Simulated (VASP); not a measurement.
# SrAs2H2 (P-3m1) in VASP: single point with PBE

Aim: the single point of SrAs2H2 with PBE.

Program: VASP 6.6.1. These are calculated values, not measurements. Logs are shortened: lines on timing, memory, paths and dates and some standing lists are left out, and cuts for length are marked.

## Step 1: The cell of the first run

It takes space group P-3m1 (No. 164, trigonal). Conventional cell: a = 5.044 Å, b = 5.044 Å, c = 4.064 Å, α = 90.00°, β = 90.00°, γ = 120.00°. As (site symmetry 3m) has 1 H at 1.57 Å within 2.1 Å. H (site symmetry 3m) has 1 As at 1.57 Å within 2.1 Å. Within 3.9 Å of Sr (site symmetry -3m) lie 6 H at 2.98 Å and 12 As at 3.44 to 3.66 Å.

## Step 2: Single point, PBE

The input, INCAR:

```
SYSTEM = SrAs2H2
PREC = Accurate
ENCUT = 520
EDIFF = 1E-7
ISMEAR = -1
SIGMA = 0.05
LREAL = .False.
LASPH = .True.
NELM = 100
ALGO = Normal
ISIF = 2
LWAVE = .False.
LCHARG = .False.
GGA = PE
NBANDS = 19
```

The input, KPOINTS:

```
regular mesh
0
Gamma
  7 7 5
  0 0 0
```

The input, POSCAR:

```
SrAs2H2
1.0
    2.5217575726      4.3678122401      0.0000000000
   -2.5217575726      4.3678122401      0.0000000000
    0.0000000000      0.0000000000      4.0640964688
As H Sr
2 2 1
Direct
    0.3333333333      0.3333333333      0.5475565189
    0.6666666667      0.6666666667      0.4524434811
    0.3333333333      0.3333333333      0.1610867135
    0.6666666667      0.6666666667      0.8389132865
    0.0000000000      0.0000000000      0.0000000000
```

Potentials or basis: VASP PAW PBE potentials, release 64 (As, H, Sr_sv).

Launch:

```bash
$ cat potpaw_PBE.64/As/POTCAR potpaw_PBE.64/H/POTCAR potpaw_PBE.64/Sr_sv/POTCAR > POTCAR
$ mpirun -np 1 vasp_std > vasp.out
```

OUTCAR:

```text
SYSTEM = SrAs2H2
   PREC = Accurate
   ENCUT = 520
   EDIFF = 1E-7
   ISMEAR = -1
   LREAL = .False.
   LASPH = .True.
   NELM = 100
   ISIF = 2
   GGA = PE

 ion  position               nearest neighbor table
   1  0.333  0.333  0.548-   3 1.57   5 3.44   5 3.44   5 3.44   5 3.66   5 3.66   5 3.66
   2  0.667  0.667  0.452-   4 1.57   5 3.44   5 3.44   5 3.44   5 3.66   5 3.66   5 3.66
   3  0.333  0.333  0.161-   1 1.57   5 2.98   5 2.98   5 2.98
   4  0.667  0.667  0.839-   2 1.57   5 2.98   5 2.98   5 2.98
   5  0.000  0.000  0.000-   3 2.98   4 2.98   4 2.98   4 2.98   3 2.98   3 2.98   1 3.44   2 3.44
                             1 3.44   2 3.44   1 3.44   2 3.44   1 3.66   2 3.66   2 3.66   1 3.66

  LATTYP: Found a hexagonal cell.
 ALAT       =     5.0435151452
 C/A-ratio  =     0.8058063378

  Lattice vectors:

 A1 = (   2.5217575726,  -4.3678122401,   0.0000000000)
 A2 = (   2.5217575726,   4.3678122401,   0.0000000000)
 A3 = (   0.0000000000,   0.0000000000,   4.0640964688)

Analysis of symmetry for initial positions (statically):
=====================================================================
 Subroutine PRICEL returns:
 Original cell was already a primitive cell.

 Routine SETGRP: Setting up the symmetry group for a
 hexagonal supercell.

 Subroutine GETGRP returns: Found 12 space group operations
 (whereof 12 operations were pure point group operations)
 out of a pool of 24 trial point group operations.

The static configuration has the point symmetry D_3d.

Analysis of symmetry for dynamics (positions and initial velocities):
=====================================================================
 Subroutine PRICEL returns:
 Original cell was already a primitive cell.

 Routine SETGRP: Setting up the symmetry group for a
 hexagonal supercell.

 Subroutine GETGRP returns: Found 12 space group operations
 (whereof 12 operations were pure point group operations)
 out of a pool of 24 trial point group operations.

The dynamic configuration has the point symmetry D_3d.

 Subroutine INISYM returns: Found 12 space group operations
 (whereof 12 operations are pure point group operations),
 and found     1 'primitive' translations

----------------------------------------------------------------------------------------

                                     Primitive cell

  volume of cell :      89.5285

  direct lattice vectors                    reciprocal lattice vectors
     2.521757573  4.367812240  0.000000000     0.198274412  0.114473785  0.000000000
    -2.521757573  4.367812240  0.000000000    -0.198274412  0.114473785  0.000000000
[... 97 lines left out ...]
   ISIF   =      2    stress and relaxation
   ISYM   =      2    0-nonsym 1-usesym 2-fastsym
   POTIM  = 0.5000    time-step for ionic-motion
   TEBEG  =    0.0;   TEEND  =   0.0 temperature during run
   PSTRESS=    0.0 pullay stress
   NELECT =      22.0000    total number of electrons
   NUPDOWN=      -1.0000    fix difference up-down
   EMIN   =  10.00;   EMAX   =-10.00  energy-range for DOS
   EFERMI =   0.00;   METHOD = LEGACY
   ISMEAR =    -1;   SIGMA  =   0.05  broadening in eV -4-tet -1-fermi 0-gaus
   EFERMI_NEDOS =   21; number of points for ismear=-14 and -15
   IALGO  =     38    algorithm
   IMIX   =      4    mixing-type and parameters
     AMIX     =   0.40;   BMIX     =  1.00
     AMIX_MAG =   1.60;   BMIX_MAG =  1.00
  volume/ion in A,a.u.               =      17.91       120.83
  Fermi-wavevector in a.u.,A,eV,Ry     =   1.025405  1.937734 14.305910  1.051455
  Thomas-Fermi vector in A             =   2.159243
   LORBIT       =      0    0 simple, 1 ext, 2 COOP (PROOUT), +10 PAW based schemes
   GGA     = PE    functional components
   LHFCALC =     F    Hartree Fock is set to
   AEXX    =    0.0000 exact exchange contribution
   IVDW    =     0    specifies the selected vdW correction
   LEPSILON=     F    determine dielectric tensor
   LRPA    =     F    only Hartree local field effects (RPA)
 non-spin polarized calculation
  energy-cutoff  :      520.00
  volume of cell :       89.53
 maximum number of plane-waves:      2431
 NGX is ok and might be reduce to    40
   NGX = 19   NGY = 19   NGZ = 15

 number of electron      22.0000001 magnetization

 Free energy of the ion-electron system (eV)
  ---------------------------------------------------
  ext. energy  EPLUGINS =         0.00000000
  ---------------------------------------------------
  free energy    TOTEN  =       -18.58621233 eV

  energy without entropy =      -18.56882440  energy(sigma->0) =      -18.57751836

 E-fermi :   4.0698     XC(G=0):  -9.2491

 val. band max:        4.0380427009   @ k =   0.4286   0.0000   0.0000
 cond. band min:       4.0705073285   @ k =   0.4286   0.1429   0.4000
 fundamental gap:      0.0324646276
 Fermi energy:         4.0698158772

 k-point     1 :       0.0000    0.0000    0.0000
  band No.  band energies     occupation
      1     -32.3140      2.00000
      2     -14.3350      2.00000
      3     -14.3350      2.00000
      4     -14.1792      2.00000
      5      -9.2226      2.00000
      6      -6.0642      2.00000
[... 505 lines left out ...]
      6      -6.2266      2.00000
[... 11 lines left out ...]
     18       8.9342      0.00000
     19      10.2176      0.00000

 [... further k-points ...]

------------------------ aborting loop because EDIFF is reached ----------------------------------------

  FORCE on cell =-STRESS in cart. coord.  units (eV):
  Direction    XX          YY          ZZ          XY          YZ          ZX
  --------------------------------------------------------------------------------------
  -------------------------------------------------------------------------------------
  Total        0.0463884      0.0463884      0.2317965      0.0000000      0.0000000      0.0000000
  in kB        0.8301546      0.8301546      4.1481661      0.0000000      0.0000000      0.0000000
  external PRESSURE =       1.9361584 kB  Pullay stress =       0.0000000 kB

 VOLUME and BASIS-vectors are now :
 -----------------------------------------------------------------------------
  energy-cutoff  :      520.00
  volume of cell :       89.53
      direct lattice vectors                 reciprocal lattice vectors
     2.521757573  4.367812240  0.000000000     0.198274412  0.114473785  0.000000000
    -2.521757573  4.367812240  0.000000000    -0.198274412  0.114473785  0.000000000
     0.000000000  0.000000000  4.064096469     0.000000000  0.000000000  0.246057151

 POSITION                                       TOTAL-FORCE (eV/Angst)
 -----------------------------------------------------------------------------------
      0.00000      2.91187      2.22532         0.000000     -0.000000      0.071840
      0.00000      5.82375      1.83877         0.000000     -0.000000     -0.071840
      0.00000      2.91187      0.65467        -0.000000      0.000000     -0.063227
      0.00000      5.82375      3.40942        -0.000000      0.000000      0.063227
      0.00000      0.00000      0.00000        -0.000000      0.000000      0.000000
 -----------------------------------------------------------------------------------
    total drift:                                0.000000     -0.000000      0.000000

  FREE ENERGIE OF THE ION-ELECTRON SYSTEM (eV)
  ---------------------------------------------------
  free  energy   TOTEN  =       -18.5862123300 eV

  energy  without entropy=      -18.5688243991  energy(sigma->0) =      -18.57751836
```

Wall time 27 s (1 thread of Intel Xeon Platinum 8481C at 2.70GHz (Sapphire Rapids), shared host); peak memory 0.24 GiB.

Results:

```
Free energy            : -18.5862 eV
Pressure               : 0.2 GPa
Largest force          : 0.072 eV/Å
Band gap on the k mesh : zero (band 11 reaches 4.61 eV, above the bottom of band 12 at 3.10 eV)
```

Forces in eV/Å, atoms in the order of the input:
```
As   0.000  0.000  0.072
As   0.000  0.000 -0.072
H    0.000  0.000 -0.063
H    0.000  0.000  0.063
Sr   0.000  0.000  0.000
```

Stress tensor (GPa, compression positive):
```
0.08 0.00 0.00
0.00 0.08 0.00
0.00 0.00 0.41
```
